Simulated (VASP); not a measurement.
A run of VASP 6.6.1 is set up as follows.

The input INCAR:

```
SYSTEM = Si2Br
ALGO = Normal
EDIFF = 1E-6
ENCUT = 520
GGA = PE
ISIF = 2
ISMEAR = 0
LASPH = .TRUE.
LCHARG = .TRUE.
LELF = .TRUE.
LREAL = .FALSE.
LVHAR = .TRUE.
LWAVE = .FALSE.
NBANDS = 32
NELM = 80
PREC = Accurate
SIGMA = 0.1
```

The input KPOINTS:

```
k-points
0
G
  6 6 6
  0 0 0
```

The input POSCAR:

```
Si2Br
1.0
    7.7033757618      0.0000000000      0.0000000000
   -3.8516878809      6.6713191046      0.0000000000
    0.0000000000      0.0000000000      5.4759782928
Si Br
6 3
Direct
    0.1394452429      0.1924906971      0.2985881652
    0.8075093029      0.9469545458      0.6319214986
    0.0530454542      0.8605547571      0.9652548319
    0.1924906971      0.1394452429      0.7014118348
    0.9469545458      0.8075093029      0.3680785014
    0.8605547571      0.0530454542      0.0347451681
    0.5775966885      0.0000000000      0.3333333333
    0.0000000000      0.5775966885      0.6666666667
    0.4224033115      0.4224033115      0.0000000000
```

Potentials or basis: VASP PAW PBE potentials, release 64 (Si, Br).

Run with:

```bash
$ cat potpaw_PBE.64/Si/POTCAR potpaw_PBE.64/Br/POTCAR > POTCAR
$ mpirun -np 1 vasp_std > vasp.out
```

Problem. What does it give for the band gap on the k mesh?

Solution. Zero (an odd number of electrons rules out a gap without spin polarisation).

Problem. What does it give for the largest force?

Solution. 0.010 eV/Å.

Problem. Predict the pressure.

Solution. 0.0 GPa.

Forces in eV/Å, atoms in the order of the input:
```
Si   0.001 -0.001  0.010
Si   0.001  0.002  0.010
Si  -0.002  0.000  0.010
Si  -0.002  0.000 -0.010
Si   0.001  0.001 -0.010
Si   0.001 -0.002 -0.010
Br  -0.003  0.000  0.000
Br   0.001 -0.002  0.000
Br   0.001  0.002  0.000
```

Caveat: an odd number of electrons without spin polarisation forces a metal; a magnetic or distorted state may lie lower.
